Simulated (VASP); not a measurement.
Here is a VASP 6.6.1 calculation.

Contents of INCAR:

```
SYSTEM = Rh
PREC = Accurate ; ENCUT = 600
EDIFF = 1E-6 ; ISMEAR = -1
SIGMA = 0.1 ; LREAL = .FALSE.
LASPH = .TRUE. ; NELM = 100
ALGO = Normal ; ISIF = 4
LWAVE = .FALSE. ; LCHARG = .FALSE.
GGA = PE ; IBRION = 2
NSW = 50 ; EDIFFG = -0.005
```

File KPOINTS:

```
Automatic mesh
0
G
  18 18 10
  0 0 0
```

File POSCAR:

```
Rh
1.0
    2.3967761975      0.0000000000      0.0000000000
   -1.1983880987      2.0756690742      0.0000000000
    0.0000000000      0.0000000000      3.8611540873
Rh
2
Direct
    0.3333333333      0.6666666667      0.2500000000
    0.6666666667      0.3333333333      0.7500000000
```

Potentials or basis: VASP PAW PBE potentials, release 64 (Rh_pv).

Run with:

```sh
$ cat potpaw_PBE.64/Rh_pv/POTCAR > POTCAR
$ mpirun -np 1 vasp_std > vasp.out
```

(1) Estimate the band gap on the k mesh.

## Answers

(1) zero (bands 15 and 16 overlap by 4.19 eV).
